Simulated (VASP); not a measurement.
# BN (P6_3mc) in VASP: a series of runs

BN is run at these levels: PBEsol; tasks: single point.

Program: VASP 6.6.1. These are calculated values, not measurements. Logs are shortened: lines on timing, memory, paths and dates and some standing lists are left out, and cuts for length are marked.

## 1. The cell of the first run

The structure is hexagonal, space group P6_3mc (No. 186). The conventional cell has a = 2.758 Å, b = 2.758 Å, c = 4.565 Å, α = 90.00°, β = 90.00°, γ = 120.00°. B (site symmetry 3m) has 4 N at 1.69 to 1.71 Å within 2.3 Å. Within 2.3 Å of N (site symmetry 3m) lie 4 B at 1.69 to 1.71 Å.

## 2. Single point, PBEsol (strain +0.080 along x and y, +0.080 along z)

File INCAR:

```
SYSTEM = BN
PREC = Accurate
ENCUT = 520
EDIFF = 1E-6
ISMEAR = 0
SIGMA = 0.05
LREAL = .False.
LASPH = .True.
NELM = 60
ALGO = Normal
ISIF = 2
LWAVE = .False.
LCHARG = .False.
GGA = PS
NBANDS = 16
```

File KPOINTS:

```
regular mesh
0
Gamma
  12 12 6
  0 0 0
```

File POSCAR:

```
BN
1.0
    2.7582547698      0.0000000000      0.0000000000
   -1.3791273849      2.3887187008      0.0000000000
    0.0000000000      0.0000000000      4.5650034000
B N
2 2
Direct
    0.6666666667      0.3333333333      0.9997240000
    0.3333333333      0.6666666667      0.4997240000
    0.6666666667      0.3333333333      0.6252760000
    0.3333333333      0.6666666667      0.1252760000
```

Potentials or basis: VASP PAW PBE potentials, release 64 (B, N).

On the command line:

```bash
> cat potpaw_PBE.64/B/POTCAR potpaw_PBE.64/N/POTCAR > POTCAR
> mpirun -np 1 vasp_std > vasp.out
```

OUTCAR:

```text
SYSTEM = BN
   PREC = Accurate
   ENCUT = 520
   EDIFF = 1E-6
   ISMEAR = 0
   LREAL = .False.
   LASPH = .True.
   NELM = 60
   ISIF = 2
   GGA = PS

 ion  position               nearest neighbor table
   1  0.667  0.333  1.000-   4 1.69   4 1.69   4 1.69   3 1.71
   2  0.333  0.667  0.500-   3 1.69   3 1.69   3 1.69   4 1.71
   3  0.667  0.333  0.625-   2 1.69   2 1.69   2 1.69   1 1.71
   4  0.333  0.667  0.125-   1 1.69   1 1.69   1 1.69   2 1.71

  LATTYP: Found a hexagonal cell.
 ALAT       =     2.7582547698
 C/A-ratio  =     1.6550332660

  Lattice vectors:

 A1 = (   2.7582547698,   0.0000000000,   0.0000000000)
 A2 = (  -1.3791273849,   2.3887187008,   0.0000000000)
 A3 = (   0.0000000000,   0.0000000000,   4.5650034000)

Analysis of symmetry for initial positions (statically):
=====================================================================
 Subroutine PRICEL returns:
 Original cell was already a primitive cell.

 Routine SETGRP: Setting up the symmetry group for a
 hexagonal supercell.

 Subroutine GETGRP returns: Found 12 space group operations
 (whereof  6 operations were pure point group operations)
 out of a pool of 24 trial point group operations.

The static configuration has the point symmetry C_3v.
 The point group associated with its full space group is C_6v.

Analysis of symmetry for dynamics (positions and initial velocities):
=====================================================================
 Subroutine PRICEL returns:
 Original cell was already a primitive cell.

 Routine SETGRP: Setting up the symmetry group for a
 hexagonal supercell.

 Subroutine GETGRP returns: Found 12 space group operations
 (whereof  6 operations were pure point group operations)
 out of a pool of 24 trial point group operations.

The dynamic configuration has the point symmetry C_3v.
 The point group associated with its full space group is C_6v.

 Subroutine INISYM returns: Found 12 space group operations
 (whereof  6 operations are pure point group operations),
 and found     1 'primitive' translations

----------------------------------------------------------------------------------------

                                     Primitive cell

  volume of cell :      30.0774

  direct lattice vectors                    reciprocal lattice vectors
     2.758254770  0.000000000  0.000000000     0.362548091  0.209317238  0.000000000
    -1.379127385  2.388718701  0.000000000     0.000000000  0.418634475  0.000000000
     0.000000000  0.000000000  4.565003400     0.000000000  0.000000000  0.219057887

  length of vectors
     2.758254770  2.758254770  4.565003400     0.418634475  0.418634475  0.219057887

  position of ions in fractional coordinates (direct lattice)
     0.666666667  0.333333333  0.999724000
     0.333333333  0.666666667  0.499724000
     0.666666667  0.333333333  0.625276000
     0.333333333  0.666666667  0.125276000

  ion indices of the primitive-cell ions
   primitive index   ion index
                 1           1
                 2           2
                 3           3
                 4           4

----------------------------------------------------------------------------------------

 KPOINTS: regular mesh

Automatic generation of k-mesh.
 Grid dimensions read from file:
 generate k-points for:   12   12    6

 Generating k-lattice:

  Cartesian coordinates                     Fractional coordinates (reciprocal lattice)
     0.030212341  0.017443103  0.000000000     0.083333333 -0.000000000  0.000000000
     0.000000000  0.034886206  0.000000000     0.000000000  0.083333333  0.000000000
     0.000000000  0.000000000  0.036509648     0.000000000  0.000000000  0.166666667

  Length of vectors
     0.034886206  0.034886206  0.036509648

  Shift w.r.t. Gamma in fractional coordinates (k-lattice)
     0.000000000  0.000000000  0.000000000

 Subroutine IBZKPT returns following result:
 ===========================================

 Found     76 irreducible k-points:

 Following reciprocal coordinates:
            Coordinates               Weight
  0.000000  0.000000  0.000000      1.000000
  0.083333  0.000000  0.000000      6.000000
  0.166667  0.000000  0.000000      6.000000
  0.250000  0.000000  0.000000      6.000000
  0.333333  0.000000  0.000000      6.000000
  0.416667  0.000000  0.000000      6.000000
[... 16 lines left out ...]
  0.250000  0.000000  0.166667     12.000000
  0.333333  0.000000  0.166667     12.000000
 [... further k-points ...]
   k-points           NKPTS =     76   k-points in BZ     NKDIM =     76   number of bands    NBANDS=     16
   number of dos      NEDOS =    301   number of ions     NIONS =      4
   total plane-waves  NPLWV =  20736
   dimension x,y,z NGX =    24 NGY =   24 NGZ =   36
   dimension x,y,z NGXF=    48 NGYF=   48 NGZF=   72
   ions per type =               2   2
   NGX,Y,Z   is equivalent  to a cutoff of  14.47, 14.47, 13.11 a.u.
   NGXF,Y,Z  is equivalent  to a cutoff of  28.93, 28.93, 26.22 a.u.
 SYSTEM =  BN
   PREC   = accura    normal or accurate (medium, high low for compatibility)
   ISTART =      0    job   : 0-new  1-cont  2-samecut
   ICHARG =      2    charge: 1-file 2-atom 10-const
   ISPIN  =      1    spin polarized calculation?
   LNONCOLLINEAR =      F non collinear calculations
   LSORBIT =      F    spin-orbit coupling
   LASPH  =      T    aspherical Exc in radial PAW
   ENCUT  =  520.0 eV  38.22 Ry    6.18 a.u.   5.13  5.13  8.49*2*pi/ulx,y,z
   NELM   =     60;   NELMIN=  2; NELMDL= -5     # of ELM steps
   EDIFF  = 0.1E-05   stopping-criterion for ELM
   LREAL  =      F    real-space projection
   EDIFFG = 0.1E-04   stopping-criterion for IOM
   NSW    =      0    number of steps for IOM
   IBRION =     -1    ionic relax: 0-MD 1-quasi-New 2-CG
   NFREE  =      0    steps in history (QN), initial steepest desc. (CG)
   ISIF   =      2    stress and relaxation
   ISYM   =      2    0-nonsym 1-usesym 2-fastsym
   POTIM  = 0.5000    time-step for ionic-motion
   TEBEG  =    0.0;   TEEND  =   0.0 temperature during run
   PSTRESS=    0.0 pullay stress
   NELECT =      16.0000    total number of electrons
   NUPDOWN=      -1.0000    fix difference up-down
   EMIN   =  10.00;   EMAX   =-10.00  energy-range for DOS
   EFERMI =   0.00;   METHOD = LEGACY
   ISMEAR =     0;   SIGMA  =   0.05  broadening in eV -4-tet -1-fermi 0-gaus
   EFERMI_NEDOS =   21; number of points for ismear=-14 and -15
   IALGO  =     38    algorithm
   IMIX   =      4    mixing-type and parameters
     AMIX     =   0.40;   BMIX     =  1.00
     AMIX_MAG =   1.60;   BMIX_MAG =  1.00
  volume/ion in A,a.u.               =       7.52        50.74
  Fermi-wavevector in a.u.,A,eV,Ry     =   1.326482  2.506687 23.940189  1.759554
  Thomas-Fermi vector in A             =   2.455865
   LORBIT       =      0    0 simple, 1 ext, 2 COOP (PROOUT), +10 PAW based schemes
   GGA     = PS    functional components
   LHFCALC =     F    Hartree Fock is set to
   AEXX    =    0.0000 exact exchange contribution
   IVDW    =     0    specifies the selected vdW correction
   LEPSILON=     F    determine dielectric tensor
   LRPA    =     F    only Hartree local field effects (RPA)
 non-spin polarized calculation
 Gauss-broadening in eV      SIGMA  =   0.05
  energy-cutoff  :      520.00
  volume of cell :       30.08
 maximum number of plane-waves:       824
 NGX is ok and might be reduce to    24
   NGX = 11   NGY = 11   NGZ = 17

 number of electron      16.0000004 magnetization

 Free energy of the ion-electron system (eV)
  ---------------------------------------------------
  ext. energy  EPLUGINS =         0.00000000
  ---------------------------------------------------
  free energy    TOTEN  =       -35.14906696 eV

  energy without entropy =      -35.14906696  energy(sigma->0) =      -35.14906696

 E-fermi :   5.0552     XC(G=0): -11.8663

 val. band max:        4.7810980934   @ k =   0.0000   0.0000   0.0000
 cond. band min:       9.9775747742   @ k =   0.3333   0.3333   0.0000
 fundamental gap:      5.1964766808
 Fermi energy:         5.0551684484

 k-point     1 :       0.0000    0.0000    0.0000
  band No.  band energies     occupation
      1     -13.1064      2.00000
      2      -9.9559      2.00000
      3      -4.1533      2.00000
      4       3.1156      2.00000
      5       3.1156      2.00000
      6       4.5751      2.00000
[... 8 lines left out ...]
     15      14.8748      0.00000
     16      17.9407      0.00000

 k-point     2 :       0.0833    0.0000    0.0000
  band No.  band energies     occupation
      1     -12.9830      2.00000
      2      -9.8655      2.00000
      3      -4.0288      2.00000
      4       2.5081      2.00000
      5       2.8994      2.00000
      6       4.2378      2.00000
[... 8 lines left out ...]
     15      15.2010      0.00000
     16      17.8019      0.00000

 k-point     3 :       0.1667    0.0000    0.0000
  band No.  band energies     occupation
      1     -12.6183      2.00000
      2      -9.6090      2.00000
      3      -3.6618      2.00000
      4       1.0864      2.00000
      5       2.3842      2.00000
      6       2.9603      2.00000
[... 8 lines left out ...]
     15      16.0502      0.00000
     16      17.4515      0.00000

 k-point     4 :       0.2500    0.0000    0.0000
  band No.  band energies     occupation
      1     -12.0323      2.00000
      2      -9.2421      2.00000
      3      -3.0780      2.00000
      4      -0.5482      2.00000
      5       1.4342      2.00000
      6       1.7980      2.00000
[... 8 lines left out ...]
     15      17.1413      0.00000
     16      17.2784      0.00000
[... 324 lines left out ...]
 k-point    22 :       0.1667    0.0000    0.1667
  band No.  band energies     occupation
      1     -12.4861      2.00000
      2      -9.9573      2.00000
      3      -3.0982      2.00000
      4       1.2098      2.00000
      5       2.4886      2.00000
      6       2.5672      2.00000
[... 8 lines left out ...]
     15      15.8180      0.00000
     16      17.2404      0.00000

 k-point    23 :       0.2500    0.0000    0.1667
  band No.  band energies     occupation
      1     -11.9055      2.00000
      2      -9.5477      2.00000
      3      -2.6476      2.00000
      4      -0.3458      2.00000
      5       1.0796      2.00000
      6       1.9087      2.00000
[... 8 lines left out ...]
     15      16.8951      0.00000
     16      17.2452      0.00000

 k-point    24 :       0.3333    0.0000    0.1667
  band No.  band energies     occupation
      1     -11.1553      2.00000
      2      -9.1247      2.00000
      3      -2.5702      2.00000
      4      -1.2421      2.00000
      5      -0.3559      2.00000
      6       1.4139      2.00000
[... 8 lines left out ...]
     15      17.7659      0.00000
     16      17.9058      0.00000

 [... further k-points ...]

------------------------ aborting loop because EDIFF is reached ----------------------------------------

  FORCE on cell =-STRESS in cart. coord.  units (eV):
  Direction    XX          YY          ZZ          XY          YZ          ZX
  --------------------------------------------------------------------------------------
  -------------------------------------------------------------------------------------
  Total      -11.1979878    -11.1979878    -11.3859684      0.0000000      0.0000000      0.0000000
  in kB     -596.4994949   -596.4994949   -606.5129324      0.0000000      0.0000000      0.0000000
  external PRESSURE =    -599.8373074 kB  Pullay stress =       0.0000000 kB

 VOLUME and BASIS-vectors are now :
 -----------------------------------------------------------------------------
  energy-cutoff  :      520.00
  volume of cell :       30.08
      direct lattice vectors                 reciprocal lattice vectors
     2.758254770  0.000000000  0.000000000     0.362548091  0.209317238  0.000000000
    -1.379127385  2.388718701  0.000000000     0.000000000  0.418634475  0.000000000
     0.000000000  0.000000000  4.565003400     0.000000000  0.000000000  0.219057887

 POSITION                                       TOTAL-FORCE (eV/Angst)
 -----------------------------------------------------------------------------------
      1.37913      0.79624      4.56374        -0.000000     -0.000000      0.150488
     -0.00000      1.59248      2.28124         0.000000      0.000000      0.150488
      1.37913      0.79624      2.85439        -0.000000      0.000000     -0.150488
     -0.00000      1.59248      0.57189        -0.000000     -0.000000     -0.150488
 -----------------------------------------------------------------------------------
    total drift:                                0.000000     -0.000000      0.000205

  FREE ENERGIE OF THE ION-ELECTRON SYSTEM (eV)
  ---------------------------------------------------
  free  energy   TOTEN  =       -35.1490669559 eV

  energy  without entropy=      -35.1490669559  energy(sigma->0) =      -35.14906696
```

It took 36 s on 1 thread of Intel Xeon 8259CL, shared host; peak memory 0.16 GiB.

Results:

```yaml
Free_energy: -35.1491 eV
Pressure: -60.0 GPa
Largest_force: 0.150 eV/Å
Band_gap_on_the_k_mesh: 5.20 eV, indirect (least direct gap 6.50 eV)
```

Forces on the atoms (eV/Å):
```
B    0.000  0.000  0.150
B    0.000  0.000  0.150
N    0.000  0.000 -0.150
N    0.000  0.000 -0.150
```

Levels at points of the mesh, in eV from the valence-band top:
| k point | band 4 | band 5 | band 6 | band 7 | band 8 | band 9 | band 10 | band 11 | band 12 | band 13 |
| --- | --- | --- | --- | --- | --- | --- | --- | --- | --- | --- |
| (0.00, 0.00, 0.00) | -1.67 | -1.67 | -0.21 | 0.00 | 0.00 | 6.50 | 6.77 | 7.33 | 7.33 | 7.97 |
| (0.50, 0.00, 0.00) | -6.59 | -5.67 | -3.92 | -3.41 | -1.67 | 5.68 | 6.99 | 8.73 | 9.23 | 10.79 |
| (0.00, 0.00, 0.50) | -4.85 | -0.92 | -0.92 | -0.92 | -0.92 | 7.17 | 7.17 | 8.59 | 8.59 | 8.59 |
| (0.50, 0.00, 0.50) | -8.29 | -2.95 | -2.95 | -2.88 | -2.88 | 5.48 | 5.48 | 8.34 | 8.34 | 11.92 |

Caveat: the cell differs from its parent crystal (strain +0.080 along x and y, +0.080 along z); the PAW data sets were made with another functional, which shifts forces and pressure a little.

## 3. Single point, PBEsol (strain -0.080 along x and y, -0.080 along z)

File INCAR:

```
PREC = Accurate
ENCUT = 520
EDIFF = 1E-6
ISMEAR = 0
SIGMA = 0.05
LREAL = False
LASPH = True
NELM = 80
ALGO = Normal
ISIF = 2
LWAVE = False
LCHARG = True
GGA = PS
LELF = True
LVHAR = True
NBANDS = 16
```

File KPOINTS:

```
regular mesh
0
Gamma
  12 12 6
```

File POSCAR:

```
BN
1.0
    2.3496244336      0.0000000000      0.0000000000
   -1.1748122168      2.0348344488      0.0000000000
    0.0000000000      0.0000000000      3.8887066000
B N
2 2
Direct
    0.6666666667      0.3333333333      0.9997240000
    0.3333333333      0.6666666667      0.4997240000
    0.6666666667      0.3333333333      0.6252760000
    0.3333333333      0.6666666667      0.1252760000
```

Potentials or basis: VASP PAW PBE potentials, release 64 (B, N).

On the command line:

```bash
> cat potpaw_PBE.64/B/POTCAR potpaw_PBE.64/N/POTCAR > POTCAR
> mpirun -np 1 vasp_std > vasp.out
```

Run time: 20 s. Hardware: 1 thread of AMD EPYC 7R43 (Zen 3), shared host; peak memory 0.1 GiB.

It converged, with:

```yaml
Free_energy: -34.8162 eV
Pressure: 139.8 GPa
Largest_force: 0.233 eV/Å
Band_gap_on_the_k_mesh: 4.39 eV, indirect (least direct gap 9.26 eV)
```

Forces in eV/Å, atoms in the order of the input:
```
B    0.000  0.000 -0.233
B    0.000  0.000 -0.233
N    0.000  0.000  0.233
N    0.000  0.000  0.233
```

Stress tensor (GPa, compression positive):
```
139.27   0.00   0.00
  0.00 139.27   0.00
  0.00   0.00 140.79
```

Levels at points of the mesh, in eV from the valence-band top:
| k point | band 5 | band 6 | band 7 | band 8 | band 9 | band 10 | band 11 | band 12 |
| --- | --- | --- | --- | --- | --- | --- | --- | --- |
| (0.00, 0.00, 0.00) | -2.72 | -0.38 | 0.00 | 0.00 | 9.26 | 9.26 | 9.76 | 12.64 |
| (0.50, 0.00, 0.00) | -8.43 | -6.38 | -5.84 | -2.69 | 7.40 | 8.49 | 11.76 | 13.23 |
| (0.00, 0.00, 0.50) | -1.51 | -1.51 | -1.51 | -1.51 | 11.14 | 11.14 | 11.14 | 11.14 |
| (0.50, 0.00, 0.50) | -4.85 | -4.85 | -4.48 | -4.48 | 7.23 | 7.23 | 11.54 | 11.54 |

Caveat: the cell differs from its parent crystal (strain -0.080 along x and y, -0.080 along z); the PAW data sets were made with another functional, which shifts forces and pressure a little.

## 4. Single point, PBEsol (strain -0.080 along x and y, -0.040 along z)

File INCAR:

```
SYSTEM = BN
  PREC = Accurate
  ENCUT = 520
  EDIFF = 1E-7
  ISMEAR = 0
  SIGMA = 0.05
  LREAL = .FALSE.
  LASPH = .TRUE.
  NELM = 80
  ALGO = Normal
  ISIF = 2
  LWAVE = .FALSE.
  LCHARG = .FALSE.
  GGA = PS
  NBANDS = 16
```

File KPOINTS:

```
regular mesh
0
G
  12 12 6
  0 0 0
```

POSCAR, as its differences from that of step 3:

```diff
@@ -4,3 +4,3 @@
    -1.1748122168      2.0348344488      0.0000000000
-    0.0000000000      0.0000000000      3.8887066000
+    0.0000000000      0.0000000000      4.0577808000
 B N
```

On the command line:

```bash
> cat potpaw_PBE.64/B/POTCAR potpaw_PBE.64/N/POTCAR > POTCAR
> mpirun -np 1 vasp_std > vasp.out
```

Wall time 21 s (1 thread of AMD EPYC 7R43 (Zen 3), shared host); peak memory 0.09 GiB.

Results (log left out):

| Item | Value |
| --- | --- |
| Free energy | -35.3252 eV |
| Pressure | 107.2 GPa |
| Largest force | 0.694 eV/Å |
| Band gap on the k mesh | 4.31 eV, indirect (least direct gap 8.01 eV) |

Forces on the atoms (eV/Å):
```
B    0.000  0.000 -0.694
B    0.000  0.000 -0.694
N    0.000  0.000  0.694
N    0.000  0.000  0.694
```

Stress tensor (GPa, compression positive):
```
128.84   0.00   0.00
  0.00 128.84   0.00
  0.00   0.00  63.98
```

Levels at points of the mesh, in eV from the valence-band top:
```tsv
k point	band 5	band 6	band 7	band 8	band 9	band 10	band 11	band 12
(0.00, 0.00, 0.00)	-2.24	-0.66	0.00	0.00	8.01	9.54	9.54	13.00
(0.50, 0.00, 0.00)	-8.16	-5.86	-5.55	-2.79	7.69	7.96	11.84	12.85
(0.00, 0.00, 0.50)	-1.24	-1.24	-1.24	-1.24	11.22	11.22	11.22	11.22
(0.50, 0.00, 0.50)	-4.61	-4.61	-4.56	-4.56	6.84	6.84	11.04	11.04
```

Caveat: the cell differs from its parent crystal (strain -0.080 along x and y, -0.040 along z); the PAW data sets were made with another functional, which shifts forces and pressure a little. A k mesh can miss the band edges.

(Continued in part 2 of 2.)
